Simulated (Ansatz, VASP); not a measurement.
## Two plane-wave programs on Ag

Contents of POSCAR:

```
Ag
1.0
   -1.6556540000      1.6556540000      1.6556540000
    1.6556540000     -1.6556540000      1.6556540000
    1.6556540000      1.6556540000     -1.6556540000
Ag
1
Direct
    0.0000000000      0.0000000000      0.0000000000
```

File INCAR.step1:

```
  PREC = Accurate
  ENCUT = 520
  ISMEAR = 0
  SIGMA = 0.1
  LREAL = False
  LASPH = True
  NELM = 60
  NBANDS = 12
  GGA = PE
  ALGO = Normal
  EDIFF = 1E-4
  LWAVE = True
  LCHARG = False
```

INCAR.step2

```
  PREC = Accurate
  ENCUT = 520
  EDIFF = 1E-6
  ISMEAR = 0
  SIGMA = 0.1
  LREAL = False
  LASPH = True
  NELM = 60
  ALGO = Normal
  ISIF = 2
  LWAVE = False
  LCHARG = False
  METAGGA = R2SCAN
  LMIXTAU = True
  NBANDS = 12
  ISTART = 1
```

File KPOINTS:

```
Automatic mesh
0
Gamma
  8 8 8
```

Input for Ansatz:

```yaml
crystal:
  lattice:
    - [-1.655654, 1.655654, 1.655654]
    - [1.655654, -1.655654, 1.655654]
    - [1.655654, 1.655654, -1.655654]
  atoms:
    - { symbol: Ag, position: [0.0, 0.0, 0.0] }
basis:
  ecutwfc: 650.0
kpoints:
  mp_grid: { grid: [8, 8, 8] }
hamiltonian:
  xc: r2scan
scf:
  occupations: { method: gaussian, width: 0.1 }
output:
  forces: true
  stress: true
  eigenvalues: true
```

Alike in both runs: task single point; functional r2SCAN; k mesh 8 × 8 × 8; occupations gaussian, width 0.1 eV; no spin polarisation.

|  | VASP | Ansatz |
| --- | --- | --- |
| version | VASP 6.6.1 | Ansatz 0.2.0 |
| potentials or method | VASP PAW PBE potentials, release 64 (Ag), cutoff 520 eV | scalar-relativistic, plane waves, PAW |
| valence electrons in the cell | 11 | 19 |

|  | VASP | Ansatz | Ansatz less VASP |
| --- | --- | --- | --- |
| gap on the k mesh at the Fermi level (eV) | none | none | - |
| pressure (GPa) | -3.4 | -3.4 | -0.07 |

VASP's potentials were made for PBE, not for r2SCAN. A gap of «none» marks a metal or a gap that the smearing closes. VASP's potentials hold 11 valence electrons a cell and Ansatz's 19, so a difference there can come from the potentials and not from the codes.
